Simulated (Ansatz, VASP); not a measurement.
**Mo: VASP beside Ansatz**

```
Mo
1.0
    -1.58022    1.58022    1.58022
     1.58022   -1.58022    1.58022
     3.16044    3.16044    0.00000
Mo
2
Direct
  0.08306 0.08306 0.00000
  0.41694 0.41694 0.50000
```

Change from the starting cell: mode 4 (132.6 1/cm) frozen in, largest displacement +0.263 Å.

Alike in both runs: task single point; functional PBE; k mesh 24 × 24 × 14; occupations gaussian, width 0.15 eV; no spin polarisation.

|  | VASP | Ansatz |
| --- | --- | --- |
| version | VASP 6.6.1 | Ansatz 0.2.0 |
| potentials or method | VASP PAW PBE potentials, release 64 (Mo_sv), cutoff 520 eV | scalar-relativistic, plane waves, PAW |
| valence electrons in the cell | 28 | 28 |

```csv
,VASP,Ansatz,Ansatz less VASP
gap on the k mesh at the Fermi level (eV),none,none,-
pressure (GPa),9.6,8.9,-0.65
"traceless stress, the component that is largest in VASP (GPa)",10.88,10.66,-0.223
rms of the force components (eV/Å),1.327,1.316,-0.0115
```

Atom by atom the forces differ by 0.011 eV/Å (rms over components). A gap of «none» marks a metal or a gap that the smearing closes.
